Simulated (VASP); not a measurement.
# Mg5Zn3O8 (P1) in VASP: further runs

The runs below take Mg5Zn3O8 through single point, relaxation of volume and atoms at fixed shape, with PBEsol.

All numbers are computed with VASP 6.6.1; they aren't measurements. Logs are shortened: lines on timing, memory, paths and dates and some standing lists are left out, and cuts for length are marked.

### 1 The cell of the first run

The typed cell holds 64 atoms: a = 8.468 Å, b = 8.468 Å, c = 8.468 Å, α = 90.00°, β = 90.00°, γ = 90.00°.

### 2 Single point, PBEsol

Input file INCAR:

```
PREC = Accurate ; ENCUT = 700
EDIFF = 1E-6 ; ISMEAR = -1
SIGMA = 0.05 ; LREAL = Auto
LASPH = True ; NELM = 120
ALGO = Normal ; ISIF = 2
LWAVE = False ; LCHARG = False
GGA = PS ; ISYM = -1
NBANDS = 226 ; GGA_COMPAT = False
```

Input file KPOINTS:

```
explicit points
1
Reciprocal
  0.25000000   0.25000000   0.25000000 1
```

Input file POSCAR:

```
Mg5Zn3O8
1.0
    8.4678480349      0.0000000000      0.0000000000
    0.0000000000      8.4678480349      0.0000000000
    0.0000000000      0.0000000000      8.4678480349
O Mg Zn
32 20 12
Direct
    0.2476060000      0.9996740000      0.9996210000
    0.2493710000      0.9997480000      0.4997420000
    0.2475430000      0.4996240000      0.9996890000
    0.2494290000      0.4998090000      0.4996470000
    0.7528880000      0.9999500000      0.9997750000
    0.7504190000      0.9997600000      0.4997610000
    0.7529610000      0.4998910000      0.9998040000
    0.7503700000      0.4998230000      0.4996950000
    0.0037600000      0.2498310000      0.9974640000
    0.0034260000      0.2499580000      0.5022050000
    0.0039140000      0.7499720000      0.0022820000
    0.0032580000      0.7498160000      0.4975000000
    0.4969150000      0.2496690000      0.9995590000
    0.4962150000      0.2496620000      0.4996110000
    0.4969340000      0.7496420000      0.9996420000
    0.4961780000      0.7496680000      0.4995710000
    0.9965280000      0.9973320000      0.2496200000
    0.9966030000      0.0019750000      0.7495550000
    0.9966610000      0.5020590000      0.2497770000
    0.9964260000      0.4972740000      0.7494330000
    0.5036720000      0.0000060000      0.2524590000
    0.5035160000      0.9997710000      0.7472410000
    0.5036960000      0.5000660000      0.2524580000
    0.5034720000      0.4996980000      0.7472600000
    0.2526600000      0.2498050000      0.2494450000
    0.2506210000      0.2498370000      0.7500770000
    0.2506770000      0.7498780000      0.2493810000
    0.2526190000      0.7497640000      0.7501410000
    0.7475330000      0.2497400000      0.2492640000
    0.7494770000      0.2497390000      0.7501020000
    0.7495370000      0.7497960000      0.2492040000
    0.7474660000      0.7496780000      0.7501430000
    0.0003870000      0.9997570000      0.9997660000
    0.9997470000      0.9997590000      0.4997520000
    0.0003780000      0.4997580000      0.9997500000
    0.9997350000      0.4997620000      0.4997450000
    0.4999580000      0.9997850000      0.4997180000
    0.4999390000      0.4998070000      0.4997180000
    0.2503510000      0.2497630000      0.0001560000
    0.2497410000      0.2498050000      0.4992290000
    0.2503690000      0.7497840000      0.9992620000
    0.2497300000      0.7497830000      0.5001880000
    0.7501010000      0.0002870000      0.2492970000
    0.7500540000      0.9992820000      0.7501460000
    0.7500890000      0.4993930000      0.2493110000
    0.7500420000      0.5002390000      0.7501090000
    0.0000480000      0.2497510000      0.7497340000
    0.0000980000      0.7498080000      0.2497040000
    0.5001170000      0.2497830000      0.2491110000
    0.5000540000      0.2497200000      0.7503730000
    0.5001050000      0.7497720000      0.2491110000
    0.5000340000      0.7497200000      0.7503970000
    0.5001880000      0.9997340000      0.9998000000
    0.5001840000      0.4997410000      0.9997300000
    0.7506810000      0.2498160000      0.9993680000
    0.7494660000      0.2498010000      0.5000830000
    0.7507140000      0.7498180000      0.0000610000
    0.7494630000      0.7497800000      0.4993450000
    0.2500740000      0.9994560000      0.2499060000
    0.2501250000      0.0001440000      0.7495570000
    0.2501170000      0.5001710000      0.2498820000
    0.2500190000      0.4993850000      0.7495100000
    0.0000640000      0.2498240000      0.2497460000
    0.0000960000      0.7497630000      0.7497410000
```

Potentials or basis: VASP PAW PBE potentials, release 64 (O, Mg, Zn).

Run with:

```console
$ cat potpaw_PBE.64/O/POTCAR potpaw_PBE.64/Mg/POTCAR potpaw_PBE.64/Zn/POTCAR > POTCAR
$ mpirun -np 1 vasp_std > vasp.out
```

OUTCAR:

```text
PREC = Accurate
   ENCUT = 700
   EDIFF = 1E-6
   ISMEAR = -1
   LREAL = Auto
   LASPH = True
   NELM = 120
   ISIF = 2
   GGA = PS
   ISYM = -1

 ion  position               nearest neighbor table
   1  0.248  1.000  1.000-  33 2.09  41 2.12  60 2.12  39 2.12  59 2.12  53 2.14
   2  0.249  1.000  0.500-  34 2.11  60 2.12  59 2.12  42 2.12  40 2.12  37 2.12
   3  0.248  0.500  1.000-  35 2.09  39 2.12  41 2.12  62 2.12  61 2.12  54 2.14
   4  0.249  0.500  0.500-  36 2.11  61 2.11  62 2.12  42 2.12  40 2.12  38 2.12
   5  0.753  1.000  1.000-  33 2.10  43 2.11  44 2.11  55 2.12  57 2.12  53 2.14
   6  0.750  1.000  0.500-  34 2.11  58 2.12  56 2.12  44 2.12  37 2.12  43 2.12
[... 67 lines left out ...]
                            43 2.99  50 2.99  52 2.99  44 2.99  41 2.99  39 2.99  59 3.00  60 3.00
  54  0.500  0.500  1.000-  15 2.12  13 2.12  24 2.14   3 2.14  23 2.14   7 2.14  52 2.99  49 2.99
                            50 2.99  51 2.99  46 2.99  45 2.99  39 2.99  41 2.99  61 3.00  62 3.00
  55  0.751  0.250  0.999-  30 2.11   5 2.12  29 2.12   7 2.12   9 2.14  13 2.15  47 2.99  43 2.99
                            45 2.99  50 2.99  35 2.99  46 2.99  44 2.99  63 2.99  33 2.99  49 3.00
  56  0.749  0.250  0.500-  30 2.12   8 2.12   6 2.12  29 2.12  14 2.14  10 2.15  37 2.99  38 2.99
                            50 2.99  36 3.00  47 3.00  43 3.00  34 3.00  49 3.00  45 3.00  46 3.00
  57  0.751  0.750  0.000-  31 2.11   7 2.12  32 2.12   5 2.12  11 2.14  15 2.15  48 2.99  44 2.99
                            46 2.99  33 2.99  51 2.99  45 2.99  64 2.99  43 2.99  35 2.99  52 3.00
  58  0.749  0.750  0.499-   8 2.12   6 2.12  31 2.12  32 2.12  16 2.14  12 2.15  38 2.99  37 2.99
                            51 2.99  34 3.00  48 3.00  36 3.00  44 3.00  46 3.00  45 3.00  52 3.00
  59  0.250  0.999  0.250-  27 2.11   2 2.12   1 2.12  25 2.12  17 2.15  21 2.15  48 2.99  40 2.99
                            37 2.99  51 2.99  33 2.99  42 2.99  39 2.99  34 2.99  53 3.00  41 3.00
  60  0.250  0.000  0.750-  26 2.11   2 2.12   1 2.12  28 2.12  22 2.15  18 2.15  50 2.99  37 2.99
                            47 2.99  42 2.99  33 2.99  40 2.99  41 2.99  34 2.99  39 3.00  53 3.00
  61  0.250  0.500  0.250-  27 2.11   4 2.11   3 2.12  25 2.12  19 2.15  23 2.15  51 2.99  48 2.99
                            38 2.99  40 2.99  35 2.99  42 2.99  39 2.99  54 3.00  41 3.00  36 3.00
  62  0.250  0.499  0.750-  26 2.11   4 2.12   3 2.12  28 2.12  24 2.15  20 2.15  47 2.99  50 2.99
                            38 2.99  42 2.99  40 2.99  35 2.99  36 2.99  41 2.99  39 3.00  64 3.00
  63  0.000  0.250  0.250-  19 2.14   9 2.14  10 2.14  17 2.14  29 2.14  25 2.14  40 2.99  43 2.99
                            45 2.99  55 2.99  39 2.99  35 2.99  36 2.99  33 2.99  34 2.99  59 3.00
  64  0.000  0.750  0.750-  18 2.14  12 2.14  20 2.14  28 2.14  11 2.14  32 2.14  42 2.99  44 2.99
                            46 2.99  57 2.99  41 2.99  34 2.99  36 2.99  35 2.99  33 2.99  62 3.00

IMPORTANT INFORMATION: All symmetrisations will be switched off!
NOSYMM: (Re-)initialisation of all symmetry stuff for point group C_1.

----------------------------------------------------------------------------------------

                                     Primitive cell

  volume of cell :     607.1824

  direct lattice vectors                    reciprocal lattice vectors
     8.467848035  0.000000000  0.000000000     0.118093758  0.000000000  0.000000000
     0.000000000  8.467848035  0.000000000     0.000000000  0.118093758  0.000000000
     0.000000000  0.000000000  8.467848035     0.000000000  0.000000000  0.118093758

  length of vectors
     8.467848035  8.467848035  8.467848035     0.118093758  0.118093758  0.118093758

  position of ions in fractional coordinates (direct lattice)
     0.247606000  0.999674000  0.999621000
     0.249371000  0.999748000  0.499742000
     0.247543000  0.499624000  0.999689000
     0.249429000  0.499809000  0.499647000
     0.752888000  0.999950000  0.999775000
     0.750419000  0.999760000  0.499761000
[... 56 lines left out ...]
     0.000064000  0.249824000  0.249746000
     0.000096000  0.749763000  0.749741000

  ion indices of the primitive-cell ions
   primitive index   ion index
                 1           1
                 2           2
                 3           3
                 4           4
                 5           5
                 6           6
[... 56 lines left out ...]
                63          63
                64          64

----------------------------------------------------------------------------------------

 KPOINTS: explicit points

Read explicit list of k-points.

 Found      1 k-points:

 Following reciprocal coordinates:
            Coordinates               Weight
  0.250000  0.250000  0.250000      1.000000
   k-points           NKPTS =      1   k-points in BZ     NKDIM =      1   number of bands    NBANDS=    226
   number of dos      NEDOS =    301   number of ions     NIONS =     64
   total plane-waves  NPLWV = 512000
   dimension x,y,z NGX =    80 NGY =   80 NGZ =   80
   dimension x,y,z NGXF=   160 NGYF=  160 NGZF=  160
   ions per type =              32  20  12
   NGX,Y,Z   is equivalent  to a cutoff of  15.71, 15.71, 15.71 a.u.
   NGXF,Y,Z  is equivalent  to a cutoff of  31.41, 31.41, 31.41 a.u.
 SYSTEM =  unknown system
   PREC   = accura    normal or accurate (medium, high low for compatibility)
   ISTART =      0    job   : 0-new  1-cont  2-samecut
   ICHARG =      2    charge: 1-file 2-atom 10-const
   ISPIN  =      1    spin polarized calculation?
   LNONCOLLINEAR =      F non collinear calculations
   LSORBIT =      F    spin-orbit coupling
   LASPH  =      T    aspherical Exc in radial PAW
   ENCUT  =  700.0 eV  51.45 Ry    7.17 a.u.  18.27 18.27 18.27*2*pi/ulx,y,z
   NELM   =    120;   NELMIN=  2; NELMDL= -5     # of ELM steps
   EDIFF  = 0.1E-05   stopping-criterion for ELM
   LREAL  =      T    real-space projection
   EDIFFG = 0.1E-04   stopping-criterion for IOM
   NSW    =      0    number of steps for IOM
   IBRION =     -1    ionic relax: 0-MD 1-quasi-New 2-CG
   NFREE  =      0    steps in history (QN), initial steepest desc. (CG)
   ISIF   =      2    stress and relaxation
   ISYM   =     -1    0-nonsym 1-usesym 2-fastsym
   POTIM  = 0.5000    time-step for ionic-motion
   TEBEG  =    0.0;   TEEND  =   0.0 temperature during run
   PSTRESS=    0.0 pullay stress
   NELECT =     376.0000    total number of electrons
   NUPDOWN=      -1.0000    fix difference up-down
   EMIN   =  10.00;   EMAX   =-10.00  energy-range for DOS
   EFERMI =   0.00;   METHOD = LEGACY
   ISMEAR =    -1;   SIGMA  =   0.05  broadening in eV -4-tet -1-fermi 0-gaus
   EFERMI_NEDOS =   21; number of points for ismear=-14 and -15
   IALGO  =     38    algorithm
   IMIX   =      4    mixing-type and parameters
     AMIX     =   0.40;   BMIX     =  1.00
     AMIX_MAG =   1.60;   BMIX_MAG =  1.00
  volume/ion in A,a.u.               =       9.49        64.02
  Fermi-wavevector in a.u.,A,eV,Ry     =   1.395397  2.636918 26.492342  1.947132
  Thomas-Fermi vector in A             =   2.518853
   LORBIT       =      0    0 simple, 1 ext, 2 COOP (PROOUT), +10 PAW based schemes
   GGA     = PS    functional components
   LHFCALC =     F    Hartree Fock is set to
   AEXX    =    0.0000 exact exchange contribution
   IVDW    =     0    specifies the selected vdW correction
   LEPSILON=     F    determine dielectric tensor
   LRPA    =     F    only Hartree local field effects (RPA)
 non-spin polarized calculation
  energy-cutoff  :      700.00
  volume of cell :      607.18
 maximum number of plane-waves:     25584
 NGX is ok and might be reduce to    80
   NGX = 37   NGY = 37   NGZ = 37

 number of electron     376.0000006 magnetization

 Free energy of the ion-electron system (eV)
  ---------------------------------------------------
  ext. energy  EPLUGINS =         0.00000000
  ---------------------------------------------------
  free energy    TOTEN  =      -364.72840359 eV

  energy without entropy =     -364.72840359  energy(sigma->0) =     -364.72840359

 E-fermi :   4.4850     XC(G=0): -11.7950

 val. band max:        3.1926133482   @ k =   0.2500   0.2500   0.2500
 cond. band min:       6.7771143258   @ k =   0.2500   0.2500   0.2500
 fundamental gap:      3.5845009775
 Fermi energy:         4.4850266627

 k-point     1 :       0.2500    0.2500    0.2500
  band No.  band energies     occupation
      1     -14.6742      2.00000
      2     -14.2969      2.00000
      3     -14.2762      2.00000
      4     -14.2448      2.00000
      5     -13.9728      2.00000
      6     -13.9433      2.00000
[... 192 lines left out ...]
    199      10.0122      0.00000
    200      10.2324      0.00000
 [bands above 200 left out]

------------------------ aborting loop because EDIFF is reached ----------------------------------------

  FORCE on cell =-STRESS in cart. coord.  units (eV):
  Direction    XX          YY          ZZ          XY          YZ          ZX
  --------------------------------------------------------------------------------------
  -------------------------------------------------------------------------------------
  Total        0.4635890     -0.7680193     -0.7212804     -0.7882291     -0.7881733     -0.7867537
  in kB        1.2232763     -2.0265790     -1.9032487     -2.0799069     -2.0797595     -2.0760137
  external PRESSURE =      -0.9021838 kB  Pullay stress =       0.0000000 kB

 VOLUME and BASIS-vectors are now :
 -----------------------------------------------------------------------------
  energy-cutoff  :      700.00
  volume of cell :      607.18
      direct lattice vectors                 reciprocal lattice vectors
     8.467848035  0.000000000  0.000000000     0.118093758  0.000000000  0.000000000
     0.000000000  8.467848035  0.000000000     0.000000000  0.118093758  0.000000000
     0.000000000  0.000000000  8.467848035     0.000000000  0.000000000  0.118093758

 POSITION                                       TOTAL-FORCE (eV/Angst)
 -----------------------------------------------------------------------------------
      2.09669      8.46509      8.46464        -0.045521      0.000792      0.001189
      2.11164      8.46571      4.23174        -0.007143     -0.000766     -0.003575
      2.09616      4.23074      8.46521        -0.047366      0.000069     -0.002483
      2.11213      4.23231      4.23093        -0.007346     -0.000795      0.000176
      6.37534      8.46742      8.46594         0.049318     -0.004077     -0.000674
      6.35443      8.46582      4.23190         0.007917     -0.001620     -0.002485
[... 56 lines left out ...]
      0.00054      2.11547      2.11481         0.000129      0.001055      0.004181
      0.00081      6.34888      6.34869        -0.002515      0.002564      0.005101
 -----------------------------------------------------------------------------------
    total drift:                               -0.025188      0.019511      0.015957

  FREE ENERGIE OF THE ION-ELECTRON SYSTEM (eV)
  ---------------------------------------------------
  free  energy   TOTEN  =      -364.7284035929 eV

  energy  without entropy=     -364.7284035929  energy(sigma->0) =     -364.72840359
```

Wall time 6.9 min (1 thread of Intel Xeon 6975P-C (Granite Rapids), shared host); peak memory 1 GiB.

What came out:

```
Free energy            : -364.7284 eV
Pressure               : -0.1 GPa
Largest force          : 0.073 eV/Å
Band gap on the k mesh : 3.58 eV
```

Forces on the atoms (eV/Å):
```
O   -0.046  0.001  0.001
O   -0.007 -0.001 -0.004
O   -0.047  0.000 -0.002
O   -0.007 -0.001  0.000
O    0.049 -0.004 -0.001
O    0.008 -0.002 -0.002
O    0.049  0.000  0.001
O    0.006 -0.005 -0.002
O    0.044 -0.002 -0.048
O    0.048 -0.002  0.045
O    0.044 -0.003  0.038
O    0.050  0.000 -0.053
O   -0.047  0.000  0.003
O   -0.046  0.001  0.004
O   -0.047  0.000  0.001
O   -0.045  0.001  0.003
O   -0.047 -0.046  0.006
O   -0.047  0.050  0.002
O   -0.047  0.046  0.001
O   -0.044 -0.043  0.002
O    0.046 -0.003  0.042
O    0.046  0.000 -0.047
O    0.045 -0.002  0.040
O    0.047  0.000 -0.049
O    0.050  0.002 -0.003
O    0.006 -0.006  0.001
O    0.004 -0.004 -0.004
O    0.051  0.001  0.001
O   -0.048  0.002 -0.006
O   -0.004 -0.002  0.003
O   -0.002  0.001 -0.003
O   -0.048  0.000  0.000
Mg  -0.002  0.000  0.000
Mg   0.001  0.001  0.000
Mg  -0.001  0.001  0.000
Mg   0.002  0.000  0.000
Mg  -0.001  0.001  0.000
Mg   0.000  0.000  0.000
Mg  -0.001  0.001 -0.001
Mg   0.002  0.000  0.001
Mg  -0.001  0.000  0.001
Mg   0.002  0.000  0.000
Mg   0.000 -0.001  0.000
Mg   0.000  0.001  0.000
Mg   0.000 -0.001  0.000
Mg   0.000 -0.002  0.000
Mg   0.000  0.002  0.001
Mg  -0.001  0.001  0.000
Mg   0.000  0.000  0.001
Mg   0.000  0.002 -0.002
Mg   0.001  0.001  0.001
Mg   0.000  0.001 -0.002
Zn  -0.001  0.005  0.000
Zn  -0.001  0.003  0.003
Zn  -0.001  0.000  0.000
Zn   0.002  0.001  0.003
Zn  -0.005  0.001  0.004
Zn   0.000  0.000  0.001
Zn   0.001  0.001  0.002
Zn  -0.003  0.001  0.001
Zn  -0.003 -0.002  0.007
Zn   0.000  0.002  0.001
Zn   0.000  0.001  0.004
Zn  -0.003  0.003  0.005
```

Levels at points of the mesh, in eV from the valence-band top:
```csv
k point,band 185,band 186,band 187,band 188,band 189,band 190,band 191,band 192
"(0.25, 0.25, 0.25)",-0.30,-0.25,0.00,0.00,3.58,4.87,5.18,5.36
```

Caveat: the PAW data sets were made with another functional, which shifts forces and pressure a little; a shifted mesh leaves out Γ, where band edges can lie. A k mesh can miss the band edges.

(Part 1 of 2 ends here.)
